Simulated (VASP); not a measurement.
## MgSe: single point with RPBE

The system is MgSe.

```
CELL_PARAMETERS angstrom
0.00000 2.73372 2.73372
2.73372 0.00000 2.73372
2.73372 2.73372 0.00000
ATOMIC_POSITIONS crystal
Mg 0.00000 0.00000 0.00000
Se 0.50000 0.50000 0.50000
```

```yaml
Program: VASP 6.6.1
Task: single point
Functional: RPBE
Potentials_or_basis: VASP PAW PBE potentials, release 64 (Mg, Se)
Cutoff: 600 eV
k_mesh: 4 × 4 × 4
Occupations: gaussian, width 0.1 eV
Spin: no spin polarisation
Dipole_correction: no
Further_INCAR_settings: ALGO = Normal; EDIFF = 1e-06; NBANDS = 11
```

```yaml
Pressure: 3.5 GPa
Band_gap_on_the_k_mesh: 1.88 eV, indirect (least direct gap 2.67 eV)
```

Levels at points of the mesh, in eV from the valence-band top:
| k point | band 2 | band 3 | band 4 | band 5 | band 6 | band 7 |
| --- | --- | --- | --- | --- | --- | --- |
| (0.00, 0.00, 0.00) | 0.00 | 0.00 | 0.00 | 2.67 | 7.43 | 7.43 |
| (0.50, 0.00, 0.00) | -4.88 | -0.57 | -0.57 | 3.88 | 6.13 | 6.13 |
| (0.50, 0.50, 0.00) | -4.21 | -1.76 | -1.76 | 1.88 | 4.02 | 11.76 |

It took 8.2 s on 1 thread of Intel(R) Xeon(R) Platinum 8375C CPU @ 2.90GHz (Ice Lake), on a shared host, peak memory 0.17 GiB.

Caveat: the k points lie up to 0.50 Å⁻¹ apart; the PAW data sets were made with another functional, which shifts forces and pressure a little. A k mesh can miss the band edges.
